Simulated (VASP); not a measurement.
Here is a VASP 6.6.1 calculation.

Contents of INCAR:

```
SYSTEM = Al2O3
PREC = Accurate
ENCUT = 520
EDIFF = 1E-6
ISMEAR = -1
SIGMA = 0.02
LREAL = .False.
LASPH = .True.
NELM = 80
ALGO = Normal
ISIF = 2
LWAVE = .False.
LCHARG = .True.
GGA = PE
LELF = .True.
LVHAR = .True.
NBANDS = 35
```

Contents of KPOINTS:

```
regular mesh
0
Gamma
  6 6 6
  0 0 0
```

POSCAR

```
Al2O3
1.0
    2.3793212207      1.3737017472      4.3317945566
   -2.3793212207      1.3737017472      4.3317945566
    0.0000000000     -2.7474034945      4.3317945566
Al O
4 6
Direct
    0.3519098052      0.3519098052      0.3519098052
    0.1480901948      0.1480901948      0.1480901948
    0.6480901948      0.6480901948      0.6480901948
    0.8519098052      0.8519098052      0.8519098052
    0.5563680095      0.9436319905      0.2500000000
    0.2500000000      0.5563680095      0.9436319905
    0.9436319905      0.2500000000      0.5563680095
    0.4436319905      0.0563680095      0.7500000000
    0.7500000000      0.4436319905      0.0563680095
    0.0563680095      0.7500000000      0.4436319905
```

Potentials or basis: VASP PAW PBE potentials, release 64 (Al, O).

Run with:

```console
$ cat potpaw_PBE.64/Al/POTCAR potpaw_PBE.64/O/POTCAR > POTCAR
$ mpirun -np 1 vasp_std > vasp.out
```

Q: Estimate the largest force.

A: 0.034 eV/Å.

Q: Predict the band gap on the k mesh.

A: 6.24 eV.

Q: Estimate the pressure.

A: 7.4 GPa.

Forces in eV/Å, atoms in the order of the input:
```
Al   0.000  0.000  0.034
Al   0.000  0.000 -0.034
Al   0.000  0.000 -0.034
Al   0.000  0.000  0.034
O    0.020  0.000  0.000
O   -0.010  0.017  0.000
O   -0.010 -0.017  0.000
O   -0.020  0.000  0.000
O    0.010 -0.017  0.000
O    0.010  0.017  0.000
```

Caveat: the cell stands under pressure. PBE gaps usually lie below the measured ones, often by a third to a half.
